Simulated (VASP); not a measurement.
# MgO (Cm) in VASP: single point with PBEsol

Aim: the single point of MgO with PBEsol.

Program: VASP 6.6.1. These are calculated values, not measurements. Logs are shortened: lines on timing, memory, paths and dates and some standing lists are left out, and cuts for length are marked.

**1. The cell of the first run**

It takes space group Cm (No. 8, monoclinic). The conventional cell has a = 6.284 Å, b = 3.506 Å, c = 4.526 Å, α = 90.00°, β = 92.93°, γ = 90.00°. Mg (site symmetry m) has 5 O at 1.92 to 2.37 Å within 2.5 Å. Mg (site symmetry m) has 5 O at 2.02 to 2.27 Å within 2.7 Å. O (site symmetry m) has 5 Mg at 2.02 to 2.29 Å within 2.7 Å. O (site symmetry m) has 5 Mg at 1.92 to 2.37 Å within 2.5 Å.

**2. Single point, PBEsol (strained and its atoms moved)**

The input, INCAR:

```
ALGO = Normal
EDIFF = 1E-7
ENCUT = 520
GGA = PS
ISIF = 2
ISMEAR = 0
LASPH = True
LCHARG = False
LREAL = False
LWAVE = False
NBANDS = 16
NELM = 100
PREC = Accurate
SIGMA = 0.02
```

The input, KPOINTS:

```
k-points
0
Gamma
  9 9 6
```

The input, POSCAR:

```
MgO
1.0
    3.5967217221     -0.0525745782     -0.0819298798
   -1.8438917814      3.0885738006      0.0819367296
   -0.0981839687      0.0566960194      4.5245679588
Mg O
2 2
Direct
    0.6872755109      0.3127244891      0.7607311429
    0.3309861414      0.6690138586      0.2429321168
    0.6712505985      0.3287494015      0.2547550633
    0.3104877492      0.6895122508      0.7415816770
```

Potentials or basis: VASP PAW PBE potentials, release 64 (Mg, O).

Started as:

```console
$ cat potpaw_PBE.64/Mg/POTCAR potpaw_PBE.64/O/POTCAR > POTCAR
$ mpirun -np 1 vasp_std > vasp.out
```

OUTCAR:

```text
EDIFF = 1E-7
   ENCUT = 520
   GGA = PS
   ISIF = 2
   ISMEAR = 0
   LASPH = True
   LREAL = False
   NELM = 100
   PREC = Accurate

 ion  position               nearest neighbor table
   1  0.687  0.313  0.761-   4 1.92   4 1.92   3 2.24   3 2.29   4 2.37   2 2.91   2 2.91   2 3.10
                             2 3.10   2 3.16   2 3.21
   2  0.331  0.669  0.243-   3 2.02   3 2.02   3 2.14   4 2.27   4 2.27   1 2.91   1 2.91   1 3.10
                             1 3.10   1 3.16   1 3.21
   3  0.671  0.329  0.255-   2 2.02   2 2.02   2 2.14   1 2.24   1 2.29
   4  0.310  0.690  0.742-   1 1.92   1 1.92   2 2.27   2 2.27   1 2.37

  LATTYP: Found a base centered monoclinic cell.
 ALAT       =     6.2844204743
 B/A-ratio  =     0.5578346384
 C/A-ratio  =     0.7201918268
 COS(beta)  =    -0.0511087559

  Lattice vectors:

 A1 = (   1.8438917814,  -3.0885738006,  -0.0819367296)
 A2 = (   3.5967217221,  -0.0525745782,  -0.0819298798)
 A3 = (  -0.0981839687,   0.0566960194,   4.5245679588)

Analysis of symmetry for initial positions (statically):
=====================================================================
 Subroutine PRICEL returns:
 Original cell was already a primitive cell.

 Routine SETGRP: Setting up the symmetry group for a
 base centered monoclinic supercell.

 Subroutine GETGRP returns: Found  2 space group operations
 (whereof  2 operations were pure point group operations)
 out of a pool of  4 trial point group operations.

The static configuration has the point symmetry C_1h.

Analysis of symmetry for dynamics (positions and initial velocities):
=====================================================================
 Subroutine PRICEL returns:
 Original cell was already a primitive cell.

 Routine SETGRP: Setting up the symmetry group for a
 base centered monoclinic supercell.

 Subroutine GETGRP returns: Found  2 space group operations
 (whereof  2 operations were pure point group operations)
 out of a pool of  4 trial point group operations.

The dynamic configuration has the point symmetry C_1h.

 Subroutine INISYM returns: Found  2 space group operations
 (whereof  2 operations are pure point group operations),
 and found     1 'primitive' translations

----------------------------------------------------------------------------------------

                                     Primitive cell

  volume of cell :      49.7911

  direct lattice vectors                    reciprocal lattice vectors
     3.596721722 -0.052574578 -0.081929880     0.280568740  0.167394867  0.003990819
    -1.843891781  3.088573801  0.081936730     0.004684217  0.326676431 -0.003991837
    -0.098183969  0.056696019  4.524567959     0.004995649 -0.002884730  0.221160132

  length of vectors
     3.598038874  3.598046505  4.525988262     0.326735039  0.326734399  0.221235354

  position of ions in fractional coordinates (direct lattice)
     0.687275511  0.312724489  0.760731143
     0.330986141  0.669013859  0.242932117
     0.671250599  0.328749401  0.254755063
     0.310487749  0.689512251  0.741581677

  ion indices of the primitive-cell ions
   primitive index   ion index
                 1           1
                 2           2
                 3           3
                 4           4

----------------------------------------------------------------------------------------

 KPOINTS: k-points

Automatic generation of k-mesh.
 Grid dimensions read from file:
 generate k-points for:    9    9    6

 Generating k-lattice:

  Cartesian coordinates                     Fractional coordinates (reciprocal lattice)
     0.031174304  0.018599430  0.000443424     0.111111111 -0.000000000 -0.000000000
     0.000520469  0.036297381 -0.000443537     0.000000000  0.111111111 -0.000000000
     0.000832608 -0.000480788  0.036860022    -0.000000000  0.000000000  0.166666667

  Length of vectors
     0.036303893  0.036303822  0.036872559

  Shift w.r.t. Gamma in fractional coordinates (k-lattice)
     0.000000000  0.000000000  0.000000000

 Subroutine IBZKPT returns following result:
 ===========================================

 Found    140 irreducible k-points:

 Following reciprocal coordinates:
            Coordinates               Weight
  0.000000  0.000000  0.000000      1.000000
  0.111111  0.000000  0.000000      4.000000
  0.222222 -0.000000 -0.000000      4.000000
  0.333333 -0.000000 -0.000000      4.000000
  0.444444 -0.000000 -0.000000      4.000000
  0.111111  0.111111  0.000000      2.000000
[... 16 lines left out ...]
 -0.333333  0.333333  0.000000      2.000000
  0.444444  0.444444 -0.000000      2.000000
 [... further k-points ...]
   k-points           NKPTS =    140   k-points in BZ     NKDIM =    140   number of bands    NBANDS=     16
   number of dos      NEDOS =    301   number of ions     NIONS =      4
   total plane-waves  NPLWV =  28224
   dimension x,y,z NGX =    28 NGY =   28 NGZ =   36
   dimension x,y,z NGXF=    56 NGYF=   56 NGZF=   72
   ions per type =               2   2
   NGX,Y,Z   is equivalent  to a cutoff of  12.94, 12.94, 13.22 a.u.
   NGXF,Y,Z  is equivalent  to a cutoff of  25.87, 25.87, 26.45 a.u.
 SYSTEM =  unknown system
   PREC   = accura    normal or accurate (medium, high low for compatibility)
   ISTART =      0    job   : 0-new  1-cont  2-samecut
   ICHARG =      2    charge: 1-file 2-atom 10-const
   ISPIN  =      1    spin polarized calculation?
   LNONCOLLINEAR =      F non collinear calculations
   LSORBIT =      F    spin-orbit coupling
   LASPH  =      T    aspherical Exc in radial PAW
   ENCUT  =  520.0 eV  38.22 Ry    6.18 a.u.   6.69  6.69  8.42*2*pi/ulx,y,z
   NELM   =    100;   NELMIN=  2; NELMDL= -5     # of ELM steps
   EDIFF  = 0.1E-06   stopping-criterion for ELM
   LREAL  =      F    real-space projection
   EDIFFG = 0.1E-05   stopping-criterion for IOM
   NSW    =      0    number of steps for IOM
   IBRION =     -1    ionic relax: 0-MD 1-quasi-New 2-CG
   NFREE  =      0    steps in history (QN), initial steepest desc. (CG)
   ISIF   =      2    stress and relaxation
   ISYM   =      2    0-nonsym 1-usesym 2-fastsym
   POTIM  = 0.5000    time-step for ionic-motion
   TEBEG  =    0.0;   TEEND  =   0.0 temperature during run
   PSTRESS=    0.0 pullay stress
   NELECT =      16.0000    total number of electrons
   NUPDOWN=      -1.0000    fix difference up-down
   EMIN   =  10.00;   EMAX   =-10.00  energy-range for DOS
   EFERMI =   0.00;   METHOD = LEGACY
   ISMEAR =     0;   SIGMA  =   0.02  broadening in eV -4-tet -1-fermi 0-gaus
   EFERMI_NEDOS =   21; number of points for ismear=-14 and -15
   IALGO  =     38    algorithm
   IMIX   =      4    mixing-type and parameters
     AMIX     =   0.40;   BMIX     =  1.00
     AMIX_MAG =   1.60;   BMIX_MAG =  1.00
  volume/ion in A,a.u.               =      12.45        84.00
  Fermi-wavevector in a.u.,A,eV,Ry     =   1.121324  2.118995 17.107516  1.257367
  Thomas-Fermi vector in A             =   2.257976
   LORBIT       =      0    0 simple, 1 ext, 2 COOP (PROOUT), +10 PAW based schemes
   GGA     = PS    functional components
   LHFCALC =     F    Hartree Fock is set to
   AEXX    =    0.0000 exact exchange contribution
   IVDW    =     0    specifies the selected vdW correction
   LEPSILON=     F    determine dielectric tensor
   LRPA    =     F    only Hartree local field effects (RPA)
 non-spin polarized calculation
 Gauss-broadening in eV      SIGMA  =   0.02
  energy-cutoff  :      520.00
  volume of cell :       49.79
 maximum number of plane-waves:      1362
   NGX = 13   NGY = 13   NGZ = 17

 number of electron      15.9999995 magnetization

 Free energy of the ion-electron system (eV)
  ---------------------------------------------------
  ext. energy  EPLUGINS =         0.00000000
  ---------------------------------------------------
  free energy    TOTEN  =       -24.17575426 eV

  energy without entropy =      -24.17575426  energy(sigma->0) =      -24.17575426

 E-fermi :   1.3220     XC(G=0):  -9.7653

 val. band max:        1.2418298692   @ k =   0.0000   0.0000   0.0000
 cond. band min:       3.7648879376   @ k =   0.0000   0.0000   0.0000
 fundamental gap:      2.5230580683
 Fermi energy:         1.3220319940

 k-point     1 :       0.0000    0.0000    0.0000
  band No.  band energies     occupation
      1     -15.2427      2.00000
      2     -14.1846      2.00000
      3      -2.2261      2.00000
      4      -0.5102      2.00000
      5      -0.1359      2.00000
      6       0.3474      2.00000
[... 8 lines left out ...]
     15      15.4671      0.00000
     16      15.8424      0.00000

 k-point     2 :       0.1111    0.0000    0.0000
  band No.  band energies     occupation
      1     -15.1884      2.00000
      2     -14.1875      2.00000
      3      -2.1275      2.00000
      4      -0.6637      2.00000
      5      -0.2472      2.00000
      6       0.0615      2.00000
[... 8 lines left out ...]
     15      15.1951      0.00000
     16      15.7247      0.00000

 k-point     3 :       0.2222   -0.0000   -0.0000
  band No.  band energies     occupation
      1     -15.0394      2.00000
      2     -14.2051      2.00000
      3      -1.8439      2.00000
      4      -1.1183      2.00000
      5      -0.5144      2.00000
      6      -0.4152      2.00000
[... 8 lines left out ...]
     15      14.4473      0.00000
     16      15.1375      0.00000

 k-point     4 :       0.3333   -0.0000   -0.0000
  band No.  band energies     occupation
      1     -14.8350      2.00000
      2     -14.2574      2.00000
      3      -1.6715      2.00000
      4      -1.4177      2.00000
      5      -0.8219      2.00000
      6      -0.6347      2.00000
[... 8 lines left out ...]
     15      13.8494      0.00000
     16      15.0233      0.00000

 k-point     5 :       0.4444   -0.0000   -0.0000
  band No.  band energies     occupation
      1     -14.6438      2.00000
      2     -14.3477      2.00000
      3      -2.0085      2.00000
      4      -1.0748      2.00000
      5      -0.8628      2.00000
      6      -0.7436      2.00000
[... 8 lines left out ...]
     15      13.7975      0.00000
     16      15.1458      0.00000

 k-point     6 :       0.1111    0.1111    0.0000
  band No.  band energies     occupation
      1     -15.0780      2.00000
      2     -14.2007      2.00000
      3      -1.9225      2.00000
      4      -0.9213      2.00000
      5      -0.6367      2.00000
      6      -0.0886      2.00000
[... 8 lines left out ...]
     15      14.6909      0.00000
     16      15.3093      0.00000
[... 267 lines left out ...]
 k-point    21 :       0.4444    0.3333    0.0000
  band No.  band energies     occupation
      1     -14.6924      2.00000
      2     -14.2976      2.00000
      3      -2.0796      2.00000
      4      -1.1353      2.00000
      5      -1.0365      2.00000
      6      -0.6117      2.00000
[... 8 lines left out ...]
     15      14.5481      0.00000
     16      15.4771      0.00000

 k-point    22 :      -0.4444    0.3333    0.0000
  band No.  band energies     occupation
      1     -14.8277      2.00000
      2     -14.2399      2.00000
      3      -2.0350      2.00000
      4      -1.3641      2.00000
      5      -0.9861      2.00000
      6      -0.4724      2.00000
[... 8 lines left out ...]
     15      14.6687      0.00000
     16      15.1015      0.00000

 k-point    23 :      -0.3333    0.3333    0.0000
  band No.  band energies     occupation
      1     -14.9283      2.00000
      2     -14.2129      2.00000
      3      -1.8438      2.00000
      4      -1.5818      2.00000
      5      -0.8353      2.00000
      6      -0.4058      2.00000
[... 8 lines left out ...]
     15      14.6447      0.00000
     16      14.8263      0.00000

 k-point    24 :       0.4444    0.4444   -0.0000
  band No.  band energies     occupation
      1     -14.7631      2.00000
      2     -14.2610      2.00000
      3      -2.2154      2.00000
      4      -1.2104      2.00000
      5      -0.9993      2.00000
      6      -0.5540      2.00000
[... 8 lines left out ...]
     15      14.7597      0.00000
     16      15.0338      0.00000

 [... further k-points ...]
[... 5 lines left out ...]
  --------------------------------------------------------------------------------------
  -------------------------------------------------------------------------------------
  Total       -3.0152579     -0.7349626     -4.4849762      1.9748070     -0.6544592      1.1335394
  in kB      -97.0249945    -23.6496317   -144.3176011     63.5453547    -21.0591938     36.4750399
  external PRESSURE =     -88.3307424 kB  Pullay stress =       0.0000000 kB

 VOLUME and BASIS-vectors are now :
 -----------------------------------------------------------------------------
  energy-cutoff  :      520.00
  volume of cell :       49.79
      direct lattice vectors                 reciprocal lattice vectors
     3.596721722 -0.052574578 -0.081929880     0.280568740  0.167394867  0.003990819
    -1.843891781  3.088573801  0.081936730     0.004684217  0.326676431 -0.003991837
    -0.098183969  0.056696019  4.524567959     0.004995649 -0.002884730  0.221160132

 POSITION                                       TOTAL-FORCE (eV/Angst)
 -----------------------------------------------------------------------------------
      1.82062      0.97287      3.41129        -1.124491      0.649226     -0.435722
     -0.06698      2.06267      1.12686         0.242147     -0.139803      0.465648
      1.78311      0.99452      1.12460        -0.328174      0.189471     -0.510464
     -0.22746      2.15533      3.38639         1.210519     -0.698894      0.480539
 -----------------------------------------------------------------------------------
    total drift:                               -0.000113      0.000091     -0.000206

  FREE ENERGIE OF THE ION-ELECTRON SYSTEM (eV)
  ---------------------------------------------------
  free  energy   TOTEN  =       -24.1757542580 eV

  energy  without entropy=      -24.1757542580  energy(sigma->0) =      -24.17575426
```

Run time: 57 s. Hardware: 1 thread of AMD EPYC 9R45 (Zen 5), shared host; peak memory 0.21 GiB.

What came out:

| Property | Result |
| --- | --- |
| Free energy | -24.1758 eV |
| Pressure | -8.8 GPa |
| Largest force | 1.478 eV/Å |
| Band gap on the k mesh | 2.52 eV, direct |

Forces in eV/Å, atoms in the order of the input:
```
Mg  -1.124  0.649 -0.436
Mg   0.242 -0.140  0.466
O   -0.328  0.189 -0.510
O    1.211 -0.699  0.481
```

Levels at points of the mesh, in eV from the valence-band top:
| k point | band 4 | band 5 | band 6 | band 7 | band 8 | band 9 | band 10 | band 11 | band 12 | band 13 |
| --- | --- | --- | --- | --- | --- | --- | --- | --- | --- | --- |
| (0.00, 0.00, 0.00) | -1.75 | -1.38 | -0.89 | -0.82 | 0.00 | 2.52 | 8.08 | 10.40 | 11.85 | 11.97 |
| (0.00, 0.00, 0.50) | -2.28 | -1.45 | -1.23 | -1.16 | -0.99 | 5.33 | 5.51 | 11.69 | 12.25 | 12.34 |

Caveat: the cell differs from its parent crystal (strained and its atoms moved); the PAW data sets were made with another functional, which shifts forces and pressure a little.
